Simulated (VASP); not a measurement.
Wanted: the native input for a VASP 6.6.1 run.

| Quantity | Value |
| --- | --- |
| Task | single point |
| Functional | PBE |
| Potentials or basis | VASP PAW PBE potentials, release 64 (Bi_d, O) |
| Cutoff | 520 eV |
| k mesh | 6 × 6 × 4 |
| Occupations | gaussian, width 0.1 eV |
| Spin | no spin polarisation |
| Dipole correction | no |
| Further INCAR settings | ALGO = Normal; EDIFF = 1e-06; NBANDS = 34 |

The structure of Bi3O lies in POSCAR:

```
Bi3O
1.0
    5.3710907575      0.0000000036      0.0000000000
   -2.6855453818      4.6515010402      0.0000000000
    0.0000000000      0.0000000000      4.5357044852
Bi O
3 1
Direct
    0.3333333333      0.6666666667      0.5000000000
    0.6666666667      0.3333333333      0.5000000000
    0.0000000000      0.0000000000      0.0000000000
    0.0000000000      0.0000000000      0.5000000000
```

The cell was generated, and may not be a known phase.

The input as run:

INCAR

```
SYSTEM = Bi3O
ALGO = Normal
EDIFF = 1E-6
ENCUT = 520
GGA = PE
ISIF = 2
ISMEAR = 0
LASPH = .True.
LCHARG = .False.
LREAL = .False.
LWAVE = .False.
NBANDS = 34
NELM = 100
PREC = Accurate
SIGMA = 0.1
```

KPOINTS

```
k-points
0
Gamma
  6 6 4
  0 0 0
```

Potentials or basis: VASP PAW PBE potentials, release 64 (Bi_d, O).

Command:

```console
$ cat potpaw_PBE.64/Bi_d/POTCAR potpaw_PBE.64/O/POTCAR > POTCAR
$ mpirun -np 1 vasp_std > vasp.out
```

It gave:

The pressure is 0.0 GPa and the band gap on the k mesh is zero (an odd number of electrons rules out a gap without spin polarisation).

Caveat: spin-orbit coupling is left out, which moves the levels of the heavy elements.

Wall time 2.5 min on 1 thread of Intel Xeon 8259CL, on a shared host, peak memory 0.26 GiB.
